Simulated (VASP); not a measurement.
# AgCl (I4/mmm) in VASP: further runs, part 2 of 2

VASP 6.6.1. Earlier steps stand in the parts before.

### 5 Single point, PBE (strain +0.080 along x and y, +0.000 along z)

INCAR

```
ALGO = Normal
EDIFF = 1E-6
ENCUT = 520
GGA = PE
ISIF = 2
ISMEAR = 0
LASPH = True
LCHARG = False
LREAL = False
LWAVE = False
NBANDS = 16
NELM = 80
PREC = Accurate
SIGMA = 0.05
```

KPOINTS

```
k-points
0
Gamma
  8 8 8
```

POSCAR

```
AgCl
1.0
    0.0000000000      2.9950020000      2.7731500000
    2.9950020000      0.0000000000      2.7731500000
    2.9950020000      2.9950020000      0.0000000000
Ag Cl
1 1
Direct
    0.5000000000      0.5000000000      0.5000000000
    0.0000000000      0.0000000000      0.0000000000
```

Potentials or basis: VASP PAW PBE potentials, release 64 (Ag, Cl).

On the command line:

```sh
> cat potpaw_PBE.64/Ag/POTCAR potpaw_PBE.64/Cl/POTCAR > POTCAR
> mpirun -np 1 vasp_std > vasp.out
```

OUTCAR:

```text
EDIFF = 1E-6
   ENCUT = 520
   GGA = PE
   ISIF = 2
   ISMEAR = 0
   LASPH = True
   LREAL = False
   NELM = 80
   PREC = Accurate

 ion  position               nearest neighbor table
   1  0.500  0.500  0.500-   2 2.77   2 2.77   2 3.00   2 3.00   2 3.00   2 3.00
   2  0.000  0.000  0.000-   1 2.77   1 2.77   1 3.00   1 3.00   1 3.00   1 3.00

  LATTYP: Found a body centered tetragonal cell.
 ALAT       =     4.2355724477
 C/A-ratio  =     1.3094570022

  Lattice vectors:

 A1 = (   0.0000000000,  -2.9950020000,  -2.7731500000)
 A2 = (   0.0000000000,   2.9950020000,  -2.7731500000)
 A3 = (   2.9950020000,   0.0000000000,   2.7731500000)

Analysis of symmetry for initial positions (statically):
=====================================================================
 Subroutine PRICEL returns:
 Original cell was already a primitive cell.

 Routine SETGRP: Setting up the symmetry group for a
 body centered tetragonal supercell.

 Subroutine GETGRP returns: Found 16 space group operations
 (whereof 16 operations were pure point group operations)
 out of a pool of 16 trial point group operations.
[... 157 lines left out ...]
  ext. energy  EPLUGINS =         0.00000000
  ---------------------------------------------------
  free energy    TOTEN  =        -5.33305408 eV

  energy without entropy =       -5.33305408  energy(sigma->0) =       -5.33305408

 E-fermi :   2.4231     XC(G=0):  -9.1687

 val. band max:        2.2028661912   @ k =   0.5000   0.0000   0.0000
 cond. band min:       3.0480238332   @ k =   0.0000   0.0000   0.0000
 fundamental gap:      0.8451576420
 Fermi energy:         2.4231370163

 k-point     1 :       0.0000    0.0000    0.0000
  band No.  band energies     occupation
      1     -12.2122      2.00000
      2       0.0434      2.00000
      3       0.0434      2.00000
      4       0.1073      2.00000
      5       0.1094      2.00000
      6       0.1212      2.00000
[... 433 lines left out ...]
      3      -1.1342      2.00000
      4      -0.8755      2.00000
      5       0.2044      2.00000
      6       0.3074      2.00000
[... 8 lines left out ...]
     15      15.3105      0.00000
     16      15.7927      0.00000

 [... further k-points ...]
[... 5 lines left out ...]
  --------------------------------------------------------------------------------------
  -------------------------------------------------------------------------------------
  Total       -1.0040340     -1.0040340     -1.1808693      0.0000000      0.0000000      0.0000000
  in kB      -32.3341488    -32.3341488    -38.0289936      0.0000000      0.0000000      0.0000000
  external PRESSURE =     -34.2324304 kB  Pullay stress =       0.0000000 kB

 VOLUME and BASIS-vectors are now :
 -----------------------------------------------------------------------------
  energy-cutoff  :      520.00
  volume of cell :       49.75
      direct lattice vectors                 reciprocal lattice vectors
     0.000000000  2.995002000  2.773150000    -0.166944797  0.166944797  0.180300380
     2.995002000  0.000000000  2.773150000     0.166944797 -0.166944797  0.180300380
     2.995002000  2.995002000  0.000000000     0.166944797  0.166944797 -0.180300380

 POSITION                                       TOTAL-FORCE (eV/Angst)
 -----------------------------------------------------------------------------------
      2.99500      2.99500      2.77315        -0.000000      0.000000      0.000000
      0.00000      0.00000      0.00000         0.000000     -0.000000     -0.000000
 -----------------------------------------------------------------------------------
    total drift:                                0.000000      0.000000      0.000000

  FREE ENERGIE OF THE ION-ELECTRON SYSTEM (eV)
  ---------------------------------------------------
  free  energy   TOTEN  =        -5.3330540843 eV

  energy  without entropy=       -5.3330540843  energy(sigma->0) =       -5.33305408
```

It took 54 s on 1 thread of Intel Xeon 8259CL, shared host; peak memory 0.2 GiB.

Results:

* Free energy: -5.3331 eV
* Pressure: -3.4 GPa
* Band gap on the k mesh: 0.85 eV (least direct gap 2.68 eV)

Levels at points of the mesh, in eV from the valence-band top:
```csv
k point,band 6,band 7,band 8,band 9,band 10,band 11,band 12,band 13
"(0.00, 0.00, 0.00)",-2.08,-2.04,-1.83,-1.83,0.85,10.68,10.68,10.92
"(0.50, 0.00, 0.00)",-1.85,-1.59,-0.36,0.00,4.43,5.66,7.40,8.10
"(0.50, 0.50, 0.00)",-1.91,-1.80,-1.80,-1.76,2.44,7.80,8.51,10.23
"(0.50, 0.00, 0.50)",-1.98,-1.81,-1.78,-1.77,2.43,7.75,8.23,10.30
```

Caveat: the cell differs from its parent crystal (strain +0.080 along x and y, +0.000 along z); the cell stands under tension. A k mesh can miss the band edges.

### 6 Single point, PBE (strain +0.080 along x and y, +0.040 along z)

INCAR

```
SYSTEM = AgCl
ALGO = Normal ; EDIFF = 1E-7
ENCUT = 520 ; GGA = PE
ISIF = 2 ; ISMEAR = 0
LASPH = .True. ; LCHARG = .False.
LREAL = .False. ; LWAVE = .False.
NBANDS = 16 ; NELM = 100
PREC = Accurate ; SIGMA = 0.05
```

KPOINTS

```
k-points
0
Gamma
  8 8 8
  0 0 0
```

POSCAR

```
AgCl
1.0
    0.0000000000      2.9950020000      2.8840760000
    2.9950020000      0.0000000000      2.8840760000
    2.9950020000      2.9950020000      0.0000000000
Ag Cl
1 1
Direct
    0.5000000000      0.5000000000      0.5000000000
    0.0000000000      0.0000000000      0.0000000000
```

Potentials or basis: VASP PAW PBE potentials, release 64 (Ag, Cl).

On the command line:

```sh
> cat potpaw_PBE.64/Ag/POTCAR potpaw_PBE.64/Cl/POTCAR > POTCAR
> mpirun -np 1 vasp_std > vasp.out
```

Run time: 51 s. Hardware: 1 thread of Intel Xeon 8259CL, shared host; peak memory 0.2 GiB.

It converged, with:

* Free energy: -5.2799 eV
* Pressure: -4.4 GPa
* Band gap on the k mesh: 0.94 eV (least direct gap 2.57 eV)

Stress tensor (GPa, compression positive):
```
-4.22  0.00  0.00
 0.00 -4.22  0.00
 0.00  0.00 -4.73
```

Levels at points of the mesh, in eV from the valence-band top:
```tsv
k point	band 7	band 8	band 9	band 10	band 11	band 12
(0.00, 0.00, 0.00)	-1.75	-1.63	-1.63	0.94	10.79	10.79
(0.50, 0.00, 0.00)	-1.44	-0.17	0.00	4.61	5.52	7.70
(0.50, 0.50, 0.00)	-1.62	-1.62	-1.61	2.55	8.07	8.23
(0.50, 0.00, 0.50)	-1.63	-1.62	-1.61	2.54	7.86	8.27
```

Caveat: the cell differs from its parent crystal (strain +0.080 along x and y, +0.040 along z); the cell stands under tension. A k mesh can miss the band edges.

### 7 Overview

```csv
cell,gap on the mesh (eV),pressure (GPa)
"a = 4.082, b = 4.082, c = 3.922 Å, angles 61.3, 61.3, 57.4°, 2 atoms",0.74,-1.3
"a = 4.001, b = 4.001, c = 4.079 Å, angles 59.4, 59.4, 61.3°, 2 atoms",0.84,-1.6
"a = 4.007, b = 4.007, c = 4.236 Å, angles 58.1, 58.1, 63.8°, 2 atoms",0.78,-1.9
"a = 4.082, b = 4.082, c = 4.236 Å, angles 58.7, 58.7, 62.5°, 2 atoms",0.85,-3.4
"a = 4.158, b = 4.158, c = 4.236 Å, angles 59.4, 59.4, 61.2°, 2 atoms",0.94,-4.4
```

Alike in all rows: task single point; level PBE; potentials or basis VASP PAW PBE potentials, release 64 (Ag, Cl); no spin polarisation; k mesh 8 × 8 × 8; cutoff (eV) 520; smearing gaussian 0.05 eV.

Caveats: semilocal functionals underestimate gaps, and a narrow one can read as zero (at least some runs); the cell stands under tension (at least some runs).

Total energies depend on the potentials used, so only differences within one code and one set of settings carry meaning.
